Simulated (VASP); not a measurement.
# Sc (Pm-3m) in VASP: a series of runs

The runs below take Sc through single point, relaxation of cell and atoms, with PBE.

Everything below comes from runs of VASP 6.6.1. Logs are shortened: lines on timing, memory, paths and dates and some standing lists are left out, and cuts for length are marked.

### 1 The cell of the first run

It takes space group Pm-3m (No. 221, cubic). Conventional cell: a = 2.438 Å, b = 2.438 Å, c = 2.438 Å, α = 90.00°, β = 90.00°, γ = 90.00°. Within 3.2 Å of Sc (site symmetry m-3m) lie 6 Sc at 2.44 Å.

### 2 Single point, PBE

Input file INCAR:

```
PREC     = Accurate       # precision mode
ENCUT    = 500            # plane-wave cutoff, eV
EDIFF    = 1E-6           # SCF threshold, eV
ISMEAR   = -1             # smearing method
SIGMA    = 0.05           # smearing width, eV
LREAL    = False          # projectors in reciprocal space
LASPH    = True           # aspherical terms in the spheres
NELM     = 120            # most SCF steps
ALGO     = Normal         # electronic algorithm
ISIF     = 2              # what is computed and relaxed
LWAVE    = False          # write WAVECAR
LCHARG   = False          # write CHGCAR
GGA      = PE             # functional
NBANDS   = 12             # bands
GGA_COMPAT= False
```

Input file KPOINTS:

```
regular mesh
0
Gamma
  15 15 15
```

Input file POSCAR:

```
Sc
1.0
    2.4380662238      0.0000000000      0.0000000000
    0.0000000000      2.4380662238      0.0000000000
    0.0000000000      0.0000000000      2.4380662238
Sc
1
Direct
    0.0000000000      0.0000000000      0.0000000000
```

Potentials or basis: VASP PAW PBE potentials, release 64 (Sc_sv).

Run with:

```sh
cat potpaw_PBE.64/Sc_sv/POTCAR > POTCAR
mpirun -np 1 vasp_std > vasp.out
```

OUTCAR:

```text
PREC = Accurate
   ENCUT = 500
   EDIFF = 1E-6
   ISMEAR = -1
   LREAL = False
   LASPH = True
   NELM = 120
   ISIF = 2
   GGA = PE

 ion  position               nearest neighbor table
   1  0.000  0.000  0.000-

  LATTYP: Found a simple cubic cell.
 ALAT       =     2.4380662238

  Lattice vectors:

 A1 = (   2.4380662238,   0.0000000000,   0.0000000000)
 A2 = (   0.0000000000,   2.4380662238,   0.0000000000)
 A3 = (   0.0000000000,   0.0000000000,   2.4380662238)

Analysis of symmetry for initial positions (statically):
=====================================================================
 Subroutine PRICEL returns:
 Original cell was already a primitive cell.

 Routine SETGRP: Setting up the symmetry group for a
 simple cubic supercell.

 Subroutine GETGRP returns: Found 48 space group operations
 (whereof 48 operations were pure point group operations)
 out of a pool of 48 trial point group operations.

The static configuration has the point symmetry O_h .

Analysis of symmetry for dynamics (positions and initial velocities):
=====================================================================
 Subroutine PRICEL returns:
 Original cell was already a primitive cell.

 Routine SETGRP: Setting up the symmetry group for a
 simple cubic supercell.

 Subroutine GETGRP returns: Found 48 space group operations
 (whereof 48 operations were pure point group operations)
 out of a pool of 48 trial point group operations.

The dynamic configuration has the point symmetry O_h .

 Subroutine INISYM returns: Found 48 space group operations
 (whereof 48 operations are pure point group operations),
 and found     1 'primitive' translations

----------------------------------------------------------------------------------------

                                     Primitive cell

  volume of cell :      14.4923

  direct lattice vectors                    reciprocal lattice vectors
     2.438066224  0.000000000  0.000000000     0.410161131  0.000000000  0.000000000
     0.000000000  2.438066224  0.000000000     0.000000000  0.410161131  0.000000000
     0.000000000  0.000000000  2.438066224     0.000000000  0.000000000  0.410161131

  length of vectors
     2.438066224  2.438066224  2.438066224     0.410161131  0.410161131  0.410161131

  position of ions in fractional coordinates (direct lattice)
     0.000000000  0.000000000  0.000000000

  ion indices of the primitive-cell ions
   primitive index   ion index
                 1           1

----------------------------------------------------------------------------------------

 KPOINTS: regular mesh

Automatic generation of k-mesh.
 Grid dimensions read from file:
 generate k-points for:   15   15   15

 Generating k-lattice:

  Cartesian coordinates                     Fractional coordinates (reciprocal lattice)
     0.027344075  0.000000000  0.000000000     0.066666667  0.000000000  0.000000000
     0.000000000  0.027344075  0.000000000     0.000000000  0.066666667  0.000000000
     0.000000000  0.000000000  0.027344075     0.000000000  0.000000000  0.066666667

  Length of vectors
     0.027344075  0.027344075  0.027344075

  Shift w.r.t. Gamma in fractional coordinates (k-lattice)
     0.000000000  0.000000000  0.000000000

 Subroutine IBZKPT returns following result:
 ===========================================

 Found    120 irreducible k-points:

 Following reciprocal coordinates:
            Coordinates               Weight
  0.000000  0.000000  0.000000      1.000000
  0.066667  0.000000  0.000000      6.000000
  0.133333  0.000000  0.000000      6.000000
  0.200000  0.000000  0.000000      6.000000
  0.266667  0.000000  0.000000      6.000000
  0.333333  0.000000  0.000000      6.000000
[... 16 lines left out ...]
  0.266667  0.200000  0.000000     24.000000
  0.333333  0.200000  0.000000     24.000000
 [... further k-points ...]
   k-points           NKPTS =    120   k-points in BZ     NKDIM =    120   number of bands    NBANDS=     12
   number of dos      NEDOS =    301   number of ions     NIONS =      1
   total plane-waves  NPLWV =   5832
   dimension x,y,z NGX =    18 NGY =   18 NGZ =   18
   dimension x,y,z NGXF=    36 NGYF=   36 NGZF=   36
   ions per type =               1
   NGX,Y,Z   is equivalent  to a cutoff of  12.27, 12.27, 12.27 a.u.
   NGXF,Y,Z  is equivalent  to a cutoff of  24.55, 24.55, 24.55 a.u.
 SYSTEM =  unknown system
   PREC   = accura    normal or accurate (medium, high low for compatibility)
   ISTART =      0    job   : 0-new  1-cont  2-samecut
   ICHARG =      2    charge: 1-file 2-atom 10-const
   ISPIN  =      1    spin polarized calculation?
   LNONCOLLINEAR =      F non collinear calculations
   LSORBIT =      F    spin-orbit coupling
   LASPH  =      T    aspherical Exc in radial PAW
   ENCUT  =  500.0 eV  36.75 Ry    6.06 a.u.   4.45  4.45  4.45*2*pi/ulx,y,z
   NELM   =    120;   NELMIN=  2; NELMDL= -5     # of ELM steps
   EDIFF  = 0.1E-05   stopping-criterion for ELM
   LREAL  =      F    real-space projection
   EDIFFG = 0.1E-04   stopping-criterion for IOM
   NSW    =      0    number of steps for IOM
   IBRION =     -1    ionic relax: 0-MD 1-quasi-New 2-CG
   NFREE  =      0    steps in history (QN), initial steepest desc. (CG)
   ISIF   =      2    stress and relaxation
   ISYM   =      2    0-nonsym 1-usesym 2-fastsym
   POTIM  = 0.5000    time-step for ionic-motion
   TEBEG  =    0.0;   TEEND  =   0.0 temperature during run
   PSTRESS=    0.0 pullay stress
   NELECT =      11.0000    total number of electrons
   NUPDOWN=      -1.0000    fix difference up-down
   EMIN   =  10.00;   EMAX   =-10.00  energy-range for DOS
   EFERMI =   0.00;   METHOD = LEGACY
   ISMEAR =    -1;   SIGMA  =   0.05  broadening in eV -4-tet -1-fermi 0-gaus
   EFERMI_NEDOS =   21; number of points for ismear=-14 and -15
   IALGO  =     38    algorithm
   IMIX   =      4    mixing-type and parameters
     AMIX     =   0.40;   BMIX     =  1.00
     AMIX_MAG =   1.60;   BMIX_MAG =  1.00
  volume/ion in A,a.u.               =      14.49        97.80
  Fermi-wavevector in a.u.,A,eV,Ry     =   1.493345  2.822013 30.342081  2.230080
  Thomas-Fermi vector in A             =   2.605758
   LORBIT       =      0    0 simple, 1 ext, 2 COOP (PROOUT), +10 PAW based schemes
   GGA     = PE    functional components
   LHFCALC =     F    Hartree Fock is set to
   AEXX    =    0.0000 exact exchange contribution
   IVDW    =     0    specifies the selected vdW correction
   LEPSILON=     F    determine dielectric tensor
   LRPA    =     F    only Hartree local field effects (RPA)
 non-spin polarized calculation
  energy-cutoff  :      500.00
  volume of cell :       14.49
 maximum number of plane-waves:       383
 NGX is ok and might be reduce to    18
   NGX =  9   NGY =  9   NGZ =  9

 number of electron      10.9999999 magnetization

 Free energy of the ion-electron system (eV)
  ---------------------------------------------------
  ext. energy  EPLUGINS =         0.00000000
  ---------------------------------------------------
  free energy    TOTEN  =        -4.25211426 eV

  energy without entropy =       -4.23727107  energy(sigma->0) =       -4.24469266

 E-fermi :   7.5716     XC(G=0): -12.1824

 val. band max:        7.5659083831   @ k =   0.4667   0.3333   0.3333
 cond. band min:       7.5929893655   @ k =   0.3333   0.2000   0.0667
 fundamental gap:      0.0270809824
 Fermi energy:         7.5715621656

 k-point     1 :       0.0000    0.0000    0.0000
  band No.  band energies     occupation
      1     -41.6231      2.00000
      2     -18.7877      2.00000
      3     -18.7877      2.00000
      4     -18.7877      2.00000
      5       2.1656      2.00000
      6       6.0661      2.00000
      7       6.0661      2.00000
      8      14.3239      0.00000
      9      14.3239      0.00000
     10      14.3239      0.00000
     11      26.5640      0.00000
     12      26.5640      0.00000

 k-point     2 :       0.0667    0.0000    0.0000
  band No.  band energies     occupation
      1     -41.6026      2.00000
      2     -18.9157      2.00000
      3     -18.7769      2.00000
      4     -18.7769      2.00000
      5       2.3233      2.00000
      6       6.1110      2.00000
      7       6.2320      2.00000
      8      14.1361      0.00000
      9      14.1361      0.00000
     10      14.3373      0.00000
     11      25.6272      0.00000
     12      26.8280      0.00000

 k-point     3 :       0.1333    0.0000    0.0000
  band No.  band energies     occupation
      1     -41.5439      2.00000
      2     -19.2681      2.00000
      3     -18.7464      2.00000
      4     -18.7464      2.00000
      5       2.7614      2.00000
      6       6.2404      2.00000
      7       6.7082      2.00000
      8      13.6383      0.00000
      9      13.6383      0.00000
     10      14.3755      0.00000
     11      23.8135      0.00000
     12      27.5578      0.00000
[... 286 lines left out ...]
 k-point    23 :       0.2667    0.2000    0.0000
  band No.  band energies     occupation
      1     -41.1931      2.00000
      2     -20.1768      2.00000
      3     -19.5685      2.00000
      4     -18.5660      2.00000
      5       4.9470      2.00000
      6       7.3291      1.98444
      7       8.9549      0.00000
      8      11.4043      0.00000
      9      12.4659      0.00000
     10      13.3293      0.00000
     11      21.4743      0.00000
     12      24.4392      0.00000

 k-point    24 :       0.3333    0.2000    0.0000
  band No.  band energies     occupation
      1     -41.0953      2.00000
      2     -20.6543      2.00000
      3     -19.5013      2.00000
      4     -18.5167      2.00000
      5       5.4498      2.00000
      6       7.3958      1.94220
      7       9.2033      0.00000
      8      11.7721      0.00000
      9      11.9199      0.00000
     10      13.4106      0.00000
     11      20.2005      0.00000
     12      25.0647      0.00000

 [... further k-points ...]
[... 5 lines left out ...]
  --------------------------------------------------------------------------------------
  -------------------------------------------------------------------------------------
  Total        4.7096908      4.7096908      4.7096908     -0.0000000     -0.0000000     -0.0000000
  in kB      520.6747055    520.6747055    520.6747055     -0.0000000     -0.0000000     -0.0000000
  external PRESSURE =     520.6747055 kB  Pullay stress =       0.0000000 kB

 VOLUME and BASIS-vectors are now :
 -----------------------------------------------------------------------------
  energy-cutoff  :      500.00
  volume of cell :       14.49
      direct lattice vectors                 reciprocal lattice vectors
     2.438066224  0.000000000  0.000000000     0.410161131  0.000000000  0.000000000
     0.000000000  2.438066224  0.000000000     0.000000000  0.410161131  0.000000000
     0.000000000  0.000000000  2.438066224     0.000000000  0.000000000  0.410161131

 POSITION                                       TOTAL-FORCE (eV/Angst)
 -----------------------------------------------------------------------------------
      0.00000      0.00000      0.00000         0.000000      0.000000      0.000000
 -----------------------------------------------------------------------------------
    total drift:                                0.000000      0.000000      0.000000

  FREE ENERGIE OF THE ION-ELECTRON SYSTEM (eV)
  ---------------------------------------------------
  free  energy   TOTEN  =        -4.2521142574 eV

  energy  without entropy=       -4.2372710650  energy(sigma->0) =       -4.24469266
```

It took 8.8 s on 1 thread of Intel Xeon Platinum 8488C (Sapphire Rapids), shared host; peak memory 0.13 GiB.

What came out:

```
Free energy : -4.2521 eV
Pressure    : 52.1 GPa
```

### 3 Single point, PBE

Input file INCAR:

```
SYSTEM = Sc
PREC = Accurate ; ENCUT = 500
EDIFF = 1E-6 ; ISMEAR = -1
SIGMA = 0.05 ; LREAL = .False.
LASPH = .True. ; NELM = 120
ALGO = Normal ; ISIF = 2
LWAVE = .False. ; LCHARG = .True.
GGA = PE ; LELF = .True.
LVHAR = .True. ; NBANDS = 12
GGA_COMPAT = .False.
```

Input file KPOINTS:

```
regular mesh
0
Gamma
  15 15 15
  0 0 0
```

Input file POSCAR:

```
Sc
1.0
    2.4377612532      0.0000000000      0.0000000000
    0.0000000000      2.4377612532      0.0000000000
    0.0000000000      0.0000000000      2.4377612532
Sc
1
Direct
    0.0000000000      0.0000000000      0.0000000000
```

Potentials or basis: VASP PAW PBE potentials, release 64 (Sc_sv).

Run with:

```sh
cat potpaw_PBE.64/Sc_sv/POTCAR > POTCAR
mpirun -np 1 vasp_std > vasp.out
```

Wall time 9.3 s (1 thread of Intel Xeon Platinum 8488C (Sapphire Rapids), shared host); peak memory 0.13 GiB.

Results (log left out):

| Quantity | Value |
| --- | --- |
| Free energy | -4.2503 eV |
| Pressure | 52.1 GPa |

Levels at points of the mesh, in eV from the Fermi level:
```
           k point  band 1  band 2  band 3  band 4  band 5  band 6  band 7  band 8  band 9  band 10
(0.00, 0.00, 0.00)  -49.19  -26.36  -26.36  -26.36   -5.41   -1.51   -1.51    6.75    6.75     6.75
```

### 4 Relaxation of cell and atoms, PBE, target pressure 51 GPa, at which the enthalpy is minimised

Input file INCAR:

```
SYSTEM = Sc
PREC = Accurate
ENCUT = 500
EDIFF = 1E-7
ISMEAR = -1
SIGMA = 0.05
LREAL = .False.
LASPH = .True.
NELM = 120
ALGO = Normal
ISIF = 3
LWAVE = .False.
LCHARG = .False.
GGA = PE
IBRION = 2
NSW = 32
EDIFFG = -0.005
PSTRESS = 510.0
GGA_COMPAT = .False.
NELMIN = 4
```

Input file KPOINTS:

```
Automatic mesh
0
Gamma
  15 15 15
  0 0 0
```

Input file POSCAR:

```
Sc
1.0
    2.4380662238      0.0000000000      0.0000000000
    0.0000000000      2.4380662238      0.0000000000
    0.0000000000      0.0000000000      2.4380662238
Sc
1
Direct
    0.0000000000      0.0000000000      0.0000000000
```

Run with:

```sh
cat potpaw_PBE.64/Sc_sv/POTCAR > POTCAR
mpirun -np 1 vasp_std > vasp.out
```

Run time: 18 s. Hardware: 1 thread of Intel Xeon Platinum 8488C (Sapphire Rapids), shared host; peak memory 0.13 GiB.

Results (log left out):

- Free energy: -4.2800 eV
- Relaxed volume: 14.58 Å³/atom
- Relaxed cell: a = 2.443 Å, b = 2.443 Å, c = 2.443 Å, α = 90.00°, β = 90.00°, γ = 90.00°
- Space group after relaxing (to 0.05 Å): Pm-3m (No. 221)
- Energy change on relaxing (the enthalpy is what falls): -27.9 meV/atom
- Ionic steps: 3
- Pressure after relaxing: 51.0 GPa

Step by step:
| step | energy change (eV) | largest force (eV/Å) | pressure (GPa) | volume (Å³) |
| --- | --- | --- | --- | --- |
| 1 | 0.0000 | 0.0000 | 52.05 | 14.49 |
| 2 | -0.0634 | 0.0000 | 49.64 | 14.69 |
| 3 | -0.0279 | 0.0000 | 51.00 | 14.58 |

Final structure:
```
Sc
1.0
     2.44292    0.00000    0.00000
     0.00000    2.44292    0.00000
     0.00000    0.00000    2.44292
Sc
1
Direct
  0.00000 0.00000 0.00000
```

Levels at points of the mesh, in eV from the Fermi level:
| k point | band 1 | band 2 | band 3 | band 4 | band 5 | band 6 | band 7 | band 8 | band 9 |
| --- | --- | --- | --- | --- | --- | --- | --- | --- | --- |
| (0.00, 0.00, 0.00) | -49.19 | -26.38 | -26.38 | -26.38 | -5.42 | -1.49 | -1.49 | 6.71 | 6.71 |

Caveat: the cell is relaxed towards a set pressure, so the enthalpy falls and the energy may rise.

(Continued in part 2 of 2.)
